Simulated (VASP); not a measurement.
# ScF6 (Fm-3m) in VASP: a series of runs

Runs on ScF6. Level: PBE. Tasks: single point.

Everything below comes from runs of VASP 6.6.1. Logs are shortened: lines on timing, memory, paths and dates and some standing lists are left out, and cuts for length are marked.

## 1. The cell of the first run

Symmetry: Fm-3m, No. 225, cubic system. The conventional cell has a = 6.666 Å, b = 6.666 Å, c = 6.666 Å, α = 90.00°, β = 90.00°, γ = 90.00°. Within 3.1 Å of Sc (site symmetry m-3m) lie 12 F at 2.36 Å. F (site symmetry mmm) has 2 Sc at 2.36 Å and 8 F at 2.36 Å within 3.1 Å.

The cell was generated, and may not be a known phase.

## 2. Single point, PBE

Contents of INCAR:

```
SYSTEM = ScF6
PREC = Accurate
ENCUT = 600
EDIFF = 1E-6
ISMEAR = 0
SIGMA = 0.2
LREAL = .FALSE.
LASPH = .TRUE.
NELM = 120
ALGO = Normal
ISIF = 2
LWAVE = .FALSE.
LCHARG = .FALSE.
GGA = PE
NBANDS = 36
GGA_COMPAT = .FALSE.
```

Contents of KPOINTS:

```
Automatic mesh
0
G
  4 4 4
  0 0 0
```

Contents of POSCAR:

```
ScF6
1.0
    0.0000000000      3.3330373681      3.3330373681
    3.3330373681      0.0000000000      3.3330373681
    3.3330373681      3.3330373681      0.0000000000
Sc F
1 6
Direct
    0.5000000000      0.5000000000      0.5000000000
    0.5000000000      0.0000000000      0.0000000000
    0.0000000000      0.5000000000      0.5000000000
    0.0000000000      0.5000000000      0.0000000000
    0.5000000000      0.0000000000      0.5000000000
    0.0000000000      0.0000000000      0.5000000000
    0.5000000000      0.5000000000      0.0000000000
```

Potentials or basis: VASP PAW PBE potentials, release 64 (Sc_sv, F).

Command:

```sh
$ cat potpaw_PBE.64/Sc_sv/POTCAR potpaw_PBE.64/F/POTCAR > POTCAR
$ mpirun -np 1 vasp_std > vasp.out
```

OUTCAR:

```text
SYSTEM = ScF6
   PREC = Accurate
   ENCUT = 600
   EDIFF = 1E-6
   ISMEAR = 0
   LREAL = .FALSE.
   LASPH = .TRUE.
   NELM = 120
   ISIF = 2
   GGA = PE

 ion  position               nearest neighbor table
   1  0.500  0.500  0.500-   3 2.36   5 2.36   7 2.36   2 2.36   4 2.36   7 2.36   2 2.36   5 2.36
                             6 2.36   3 2.36   4 2.36   6 2.36
   2  0.500  0.000  0.000-   1 2.36   1 2.36
   3  0.000  0.500  0.500-   1 2.36   1 2.36
   4  0.000  0.500  0.000-   1 2.36   1 2.36
   5  0.500  0.000  0.500-   1 2.36   1 2.36
   6  0.000  0.000  0.500-   1 2.36   1 2.36
   7  0.500  0.500  0.000-   1 2.36   1 2.36

  LATTYP: Found a face centered cubic cell.
 ALAT       =     6.6660747362

  Lattice vectors:

 A1 = (   0.0000000000,   3.3330373681,   3.3330373681)
 A2 = (   3.3330373681,   0.0000000000,   3.3330373681)
 A3 = (   3.3330373681,   3.3330373681,   0.0000000000)

Analysis of symmetry for initial positions (statically):
=====================================================================
 Subroutine PRICEL returns:
 Original cell was already a primitive cell.

 Routine SETGRP: Setting up the symmetry group for a
 face centered cubic supercell.

 Subroutine GETGRP returns: Found 48 space group operations
 (whereof 48 operations were pure point group operations)
 out of a pool of 48 trial point group operations.

The static configuration has the point symmetry O_h .

Analysis of symmetry for dynamics (positions and initial velocities):
=====================================================================
 Subroutine PRICEL returns:
 Original cell was already a primitive cell.

 Routine SETGRP: Setting up the symmetry group for a
 face centered cubic supercell.

 Subroutine GETGRP returns: Found 48 space group operations
 (whereof 48 operations were pure point group operations)
 out of a pool of 48 trial point group operations.

The dynamic configuration has the point symmetry O_h .

 Subroutine INISYM returns: Found 48 space group operations
 (whereof 48 operations are pure point group operations),
 and found     1 'primitive' translations

----------------------------------------------------------------------------------------

                                     Primitive cell

  volume of cell :      74.0543

  direct lattice vectors                    reciprocal lattice vectors
     0.000000000  3.333037368  3.333037368    -0.150013320  0.150013320  0.150013320
     3.333037368  0.000000000  3.333037368     0.150013320 -0.150013320  0.150013320
     3.333037368  3.333037368  0.000000000     0.150013320  0.150013320 -0.150013320

  length of vectors
     4.713626650  4.713626650  4.713626650     0.259830691  0.259830691  0.259830691

  position of ions in fractional coordinates (direct lattice)
     0.500000000  0.500000000  0.500000000
     0.500000000  0.000000000  0.000000000
     0.000000000  0.500000000  0.500000000
     0.000000000  0.500000000  0.000000000
     0.500000000  0.000000000  0.500000000
     0.000000000  0.000000000  0.500000000
     0.500000000  0.500000000  0.000000000

  ion indices of the primitive-cell ions
   primitive index   ion index
                 1           1
                 2           2
                 3           3
                 4           4
                 5           5
                 6           6
                 7           7

----------------------------------------------------------------------------------------

 KPOINTS: Automatic mesh

Automatic generation of k-mesh.
 Grid dimensions read from file:
 generate k-points for:    4    4    4

 Generating k-lattice:

  Cartesian coordinates                     Fractional coordinates (reciprocal lattice)
    -0.037503330  0.037503330  0.037503330     0.250000000  0.000000000  0.000000000
     0.037503330 -0.037503330  0.037503330     0.000000000  0.250000000  0.000000000
     0.037503330  0.037503330 -0.037503330     0.000000000  0.000000000  0.250000000

  Length of vectors
     0.064957673  0.064957673  0.064957673

  Shift w.r.t. Gamma in fractional coordinates (k-lattice)
     0.000000000  0.000000000  0.000000000

 Subroutine IBZKPT returns following result:
 ===========================================

 Found      8 irreducible k-points:

 Following reciprocal coordinates:
            Coordinates               Weight
  0.000000  0.000000  0.000000      1.000000
  0.250000  0.000000  0.000000      8.000000
  0.500000  0.000000  0.000000      4.000000
  0.250000  0.250000  0.000000      6.000000
  0.500000  0.250000  0.000000     24.000000
 -0.250000  0.250000  0.000000     12.000000
  0.500000  0.500000  0.000000      3.000000
 -0.250000  0.500000  0.250000      6.000000
   k-points           NKPTS =      8   k-points in BZ     NKDIM =      8   number of bands    NBANDS=     36
   number of dos      NEDOS =    301   number of ions     NIONS =      7
   total plane-waves  NPLWV =  64000
   dimension x,y,z NGX =    40 NGY =   40 NGZ =   40
   dimension x,y,z NGXF=    80 NGYF=   80 NGZF=   80
   ions per type =               1   6
   NGX,Y,Z   is equivalent  to a cutoff of  14.11, 14.11, 14.11 a.u.
   NGXF,Y,Z  is equivalent  to a cutoff of  28.22, 28.22, 28.22 a.u.
 SYSTEM =  ScF6
   PREC   = accura    normal or accurate (medium, high low for compatibility)
   ISTART =      0    job   : 0-new  1-cont  2-samecut
   ICHARG =      2    charge: 1-file 2-atom 10-const
   ISPIN  =      1    spin polarized calculation?
   LNONCOLLINEAR =      F non collinear calculations
   LSORBIT =      F    spin-orbit coupling
   LASPH  =      T    aspherical Exc in radial PAW
   ENCUT  =  600.0 eV  44.10 Ry    6.64 a.u.   9.41  9.41  9.41*2*pi/ulx,y,z
   NELM   =    120;   NELMIN=  2; NELMDL= -5     # of ELM steps
   EDIFF  = 0.1E-05   stopping-criterion for ELM
   LREAL  =      F    real-space projection
   EDIFFG = 0.1E-04   stopping-criterion for IOM
   NSW    =      0    number of steps for IOM
   IBRION =     -1    ionic relax: 0-MD 1-quasi-New 2-CG
   NFREE  =      0    steps in history (QN), initial steepest desc. (CG)
   ISIF   =      2    stress and relaxation
   ISYM   =      2    0-nonsym 1-usesym 2-fastsym
   POTIM  = 0.5000    time-step for ionic-motion
   TEBEG  =    0.0;   TEEND  =   0.0 temperature during run
   PSTRESS=    0.0 pullay stress
   NELECT =      53.0000    total number of electrons
   NUPDOWN=      -1.0000    fix difference up-down
   EMIN   =  10.00;   EMAX   =-10.00  energy-range for DOS
   EFERMI =   0.00;   METHOD = LEGACY
   ISMEAR =     0;   SIGMA  =   0.20  broadening in eV -4-tet -1-fermi 0-gaus
   EFERMI_NEDOS =   21; number of points for ismear=-14 and -15
   IALGO  =     38    algorithm
   IMIX   =      4    mixing-type and parameters
     AMIX     =   0.40;   BMIX     =  1.00
     AMIX_MAG =   1.60;   BMIX_MAG =  1.00
  volume/ion in A,a.u.               =      10.58        71.39
  Fermi-wavevector in a.u.,A,eV,Ry     =   1.464367  2.767252 29.175936  2.144371
  Thomas-Fermi vector in A             =   2.580351
   LORBIT       =      0    0 simple, 1 ext, 2 COOP (PROOUT), +10 PAW based schemes
   GGA     = PE    functional components
   LHFCALC =     F    Hartree Fock is set to
   AEXX    =    0.0000 exact exchange contribution
   IVDW    =     0    specifies the selected vdW correction
   LEPSILON=     F    determine dielectric tensor
   LRPA    =     F    only Hartree local field effects (RPA)
 non-spin polarized calculation
 Gauss-broadening in eV      SIGMA  =   0.20
  energy-cutoff  :      600.00
  volume of cell :       74.05
 maximum number of plane-waves:      2493
 NGX is ok and might be reduce to    40
   NGX = 19   NGY = 19   NGZ = 19

 number of electron      52.9999994 magnetization

 Free energy of the ion-electron system (eV)
  ---------------------------------------------------
  ext. energy  EPLUGINS =         0.00000000
  ---------------------------------------------------
  free energy    TOTEN  =       -28.33083378 eV

  energy without entropy =      -28.03033205  energy(sigma->0) =      -28.18058291

 E-fermi :  -0.8625     XC(G=0): -10.4633

 val. band max:       -0.8991823981   @ k =   0.5000   0.0000   0.0000
 cond. band min:      -0.8436575836   @ k =   0.2500   0.0000   0.0000
 fundamental gap:      0.0555248145
 Fermi energy:        -0.8624763067

 k-point     1 :       0.0000    0.0000    0.0000
  band No.  band energies     occupation
      1     -49.6494      2.00000
      2     -28.1282      2.00000
      3     -28.1282      2.00000
      4     -28.1282      2.00000
      5     -22.8399      2.00000
      6     -21.3690      2.00000
[... 28 lines left out ...]
     35      12.4591      0.00000
     36      16.7376      0.00000

 k-point     2 :       0.2500    0.0000    0.0000
  band No.  band energies     occupation
      1     -49.6490      2.00000
      2     -28.1664      2.00000
      3     -28.1361      2.00000
      4     -28.1361      2.00000
      5     -22.6047      2.00000
      6     -21.5634      2.00000
[... 28 lines left out ...]
     35      12.7922      0.00000
     36      16.4006      0.00000

 k-point     3 :       0.5000    0.0000    0.0000
  band No.  band energies     occupation
      1     -49.6486      2.00000
      2     -28.2035      2.00000
      3     -28.1440      2.00000
      4     -28.1440      2.00000
      5     -22.1562      2.00000
      6     -21.9714      2.00000
[... 28 lines left out ...]
     35      11.7358      0.00000
     36      16.1188      0.00000

 k-point     4 :       0.2500    0.2500    0.0000
  band No.  band energies     occupation
      1     -49.6489      2.00000
      2     -28.1665      2.00000
      3     -28.1451      2.00000
      4     -28.1451      2.00000
      5     -22.5261      2.00000
      6     -21.4067      2.00000
[... 28 lines left out ...]
     35      13.0400      0.00000
     36      16.0773      0.00000

 k-point     5 :       0.5000    0.2500    0.0000
  band No.  band energies     occupation
      1     -49.6485      2.00000
      2     -28.1933      2.00000
      3     -28.1633      2.00000
      4     -28.1529      2.00000
      5     -22.1125      2.00000
      6     -21.7588      2.00000
[... 28 lines left out ...]
     35      12.7121      0.00000
     36      14.7707      0.00000

 k-point     6 :      -0.2500    0.2500    0.0000
  band No.  band energies     occupation
      1     -49.6486      2.00000
      2     -28.1840      2.00000
      3     -28.1639      2.00000
      4     -28.1440      2.00000
      5     -22.2745      2.00000
      6     -21.6969      2.00000
[... 28 lines left out ...]
     35      12.8463      0.00000
     36      15.1047      0.00000

 k-point     7 :       0.5000    0.5000    0.0000
  band No.  band energies     occupation
      1     -49.6483      2.00000
      2     -28.2033      2.00000
      3     -28.1618      2.00000
      4     -28.1618      2.00000
      5     -21.9870      2.00000
      6     -21.4755      2.00000
[... 28 lines left out ...]
     35      13.1513      0.00000
     36      13.6372      0.00000

 k-point     8 :      -0.2500    0.5000    0.2500
  band No.  band energies     occupation
      1     -49.6483      2.00000
      2     -28.1826      2.00000
      3     -28.1826      2.00000
      4     -28.1619      2.00000
      5     -21.8226      2.00000
      6     -21.8226      2.00000
[... 28 lines left out ...]
     35      12.7942      0.00000
     36      14.1632      0.00000

------------------------ aborting loop because EDIFF is reached ----------------------------------------

  FORCE on cell =-STRESS in cart. coord.  units (eV):
  Direction    XX          YY          ZZ          XY          YZ          ZX
  --------------------------------------------------------------------------------------
  -------------------------------------------------------------------------------------
  Total       -0.1184775     -0.1184775     -0.1184775      0.0000000      0.0000000     -0.0000000
  in kB       -2.5632782     -2.5632782     -2.5632782      0.0000000      0.0000000     -0.0000000
  external PRESSURE =      -2.5632782 kB  Pullay stress =       0.0000000 kB

 VOLUME and BASIS-vectors are now :
 -----------------------------------------------------------------------------
  energy-cutoff  :      600.00
  volume of cell :       74.05
      direct lattice vectors                 reciprocal lattice vectors
     0.000000000  3.333037368  3.333037368    -0.150013320  0.150013320  0.150013320
     3.333037368  0.000000000  3.333037368     0.150013320 -0.150013320  0.150013320
     3.333037368  3.333037368  0.000000000     0.150013320  0.150013320 -0.150013320

 POSITION                                       TOTAL-FORCE (eV/Angst)
 -----------------------------------------------------------------------------------
      3.33304      3.33304      3.33304        -0.000000      0.000000     -0.000000
      0.00000      1.66652      1.66652        -0.000000     -0.000000     -0.000000
      3.33304      1.66652      1.66652         0.000000      0.000000     -0.000000
      1.66652      0.00000      1.66652        -0.000000     -0.000000     -0.000000
      1.66652      3.33304      1.66652         0.000000      0.000000     -0.000000
      1.66652      1.66652      0.00000        -0.000000     -0.000000     -0.000000
      1.66652      1.66652      3.33304        -0.000000     -0.000000      0.000000
 -----------------------------------------------------------------------------------
    total drift:                                0.000000     -0.000000      0.000000

  FREE ENERGIE OF THE ION-ELECTRON SYSTEM (eV)
  ---------------------------------------------------
  free  energy   TOTEN  =       -28.3308337754 eV

  energy  without entropy=      -28.0303320497  energy(sigma->0) =      -28.18058291
```

Wall time 57 s (1 thread of Intel Xeon 8259CL, shared host); peak memory 0.25 GiB.

Results:

```yaml
Free_energy: -28.3308 eV
Pressure: -0.3 GPa
Band_gap_on_the_k_mesh: zero (an odd number of electrons rules out a gap without spin polarisation)
```

Caveat: the k points lie up to 0.41 Å⁻¹ apart, too coarse for converged energies and pressures of a metal; an odd number of electrons without spin polarisation forces a metal; a magnetic or distorted state may lie lower.

## 3. Single point, PBE

Contents of INCAR:

```
SYSTEM = ScF6
PREC     = Accurate       ! precision mode
ENCUT    = 600            ! plane-wave cutoff, eV
EDIFF    = 1E-6           ! SCF threshold, eV
ISMEAR   = 0              ! smearing method
SIGMA    = 0.2            ! smearing width, eV
LREAL    = .FALSE.        ! projectors in reciprocal space
LASPH    = .TRUE.         ! aspherical terms in the spheres
NELM     = 120            ! most SCF steps
ALGO     = Normal         ! electronic algorithm
ISIF     = 2              ! what is computed and relaxed
LWAVE    = .FALSE.        ! write WAVECAR
LCHARG   = .FALSE.        ! write CHGCAR
GGA      = PE             ! functional
NBANDS   = 36             ! bands
GGA_COMPAT= .FALSE.
```

KPOINTS is that of step 2.

Contents of POSCAR:

```
ScF6
1.0
    0.0000000000      3.3331704977      3.3331704977
    3.3331704977      0.0000000000      3.3331704977
    3.3331704977      3.3331704977      0.0000000000
Sc F
1 6
Direct
    0.0000000000      0.0000000000      0.0000000000
    0.5000000000      0.5000000000      0.0000000000
    0.5000000000      0.0000000000      0.5000000000
    0.0000000000      0.0000000000      0.5000000000
    0.0000000000      0.5000000000      0.0000000000
    0.0000000000      0.5000000000      0.5000000000
    0.5000000000      0.0000000000      0.0000000000
```

Potentials or basis: VASP PAW PBE potentials, release 64 (Sc_sv, F).

Command:

```sh
$ cat potpaw_PBE.64/Sc_sv/POTCAR potpaw_PBE.64/F/POTCAR > POTCAR
$ mpirun -np 1 vasp_std > vasp.out
```

Run time: 55 s. Hardware: 1 thread of Intel Xeon 8259CL, shared host; peak memory 0.24 GiB.

Results (log left out):

```
Free energy            : -28.3308 eV
Pressure               : -0.3 GPa
Band gap on the k mesh : zero (an odd number of electrons rules out a gap without spin polarisation)
```

Levels at points of the mesh, in eV from the Fermi level:
```
           k point  band 22  band 23  band 24  band 25  band 26  band 27  band 28  band 29  band 30  band 31
(0.00, 0.00, 0.00)     0.07     0.07     0.08     0.08     0.08     0.15     0.15     4.13     4.13     4.32
(0.50, 0.00, 0.00)    -1.25    -1.07    -0.25    -0.04    -0.04     0.08     0.08     4.39     4.39     4.91
(0.50, 0.50, 0.00)    -1.54    -1.50    -1.50    -0.25    -0.25     0.02     0.13     4.54     4.71     5.16
```

Caveat: the k points lie up to 0.41 Å⁻¹ apart, too coarse for converged energies and pressures of a metal; an odd number of electrons without spin polarisation forces a metal; a magnetic or distorted state may lie lower.

(Part 1 of 2 ends here.)

The gap in the log of VASP goes by the Fermi energy; the results here count the filled bands.